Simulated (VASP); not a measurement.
## Zr: relaxation of cell and atoms with LDA

The system is Zr.

```xyz
2
Lattice="3.2320 0.0000 0.0000 -1.6160 2.7990 0.0000 0.0000 0.0000 5.1470" Properties=species:S:1:pos:R:3 pbc="T T T"
Zr    0.0000    1.8660    1.2868
Zr    1.6160    0.9330    3.8603
```

| Item | Value |
| --- | --- |
| Program | VASP 6.6.1 |
| Task | relaxation of cell and atoms |
| Functional | LDA |
| Potentials or basis | VASP PAW LDA potentials, release 64 (Zr_sv) |
| Cutoff | 600 eV |
| k mesh | 18 × 18 × 10 |
| Occupations | methfessel-paxton, width 0.1 eV |
| Spin | no spin polarisation |
| Dipole correction | no |
| Further INCAR settings | ALGO = Fast; EDIFF = 1e-07; IBRION = 2; EDIFFG = -0.01; NSW = 80; ISIF = 3 |

```
Relaxed volume                        : 21.80 Å³/atom
Relaxed cell                          : a = 3.149 Å, b = 3.149 Å, c = 5.076 Å, α = 90.00°, β = 90.00°, γ = 120.00°
Space group after relaxing (to 0.1 Å) : P6_3/mmc (No. 194)
Energy gained by relaxing             : 29.1 meV/atom
Ionic steps                           : 6
Pressure after relaxing               : 0.0 GPa
Band gap on the k mesh                : zero (bands 12 and 13 overlap by 1.21 eV)
```

Step by step:
```csv
step,energy change (eV),largest force (eV/Å),pressure (GPa),volume (Å³)
1,0.0000,0.0000,-6.03,46.56
2,0.0042,0.0000,7.53,40.90
3,-0.0574,0.0000,-0.06,43.68
4,-0.0574,0.0000,0.07,43.63
5,-0.0580,0.0000,0.06,43.61
6,-0.0583,0.0000,0.04,43.60
```

Final structure:
```
Zr
1.0
     3.14925    0.00000    0.00000
    -1.57462    2.72733    0.00000
     0.00000    0.00000    5.07607
Zr
2
Direct
  0.33333 0.66667 0.25000
  0.66667 0.33333 0.75000
```

Levels at points of the mesh, in eV from the Fermi level:
```csv
k point,band 9,band 10,band 11,band 12,band 13,band 14,band 15,band 16
"(0.00, 0.00, 0.00)",-5.75,-3.23,0.84,0.84,0.88,1.41,1.57,1.57
"(0.50, 0.00, 0.00)",-2.83,-2.61,-2.38,0.02,0.54,0.77,1.49,5.33
"(0.00, 0.00, 0.50)",-3.99,-3.99,-0.03,-0.03,0.76,0.76,0.76,0.76
"(0.50, 0.00, 0.50)",-3.09,-3.09,-1.25,-1.25,1.94,1.94,2.34,2.34
```

It took 33 min on 1 thread of Intel Xeon 8259CL (shared host), peak memory 0.31 GiB.

LDA usually gives volumes a few per cent too small. Zero-point motion and thermal expansion aren't in these numbers.
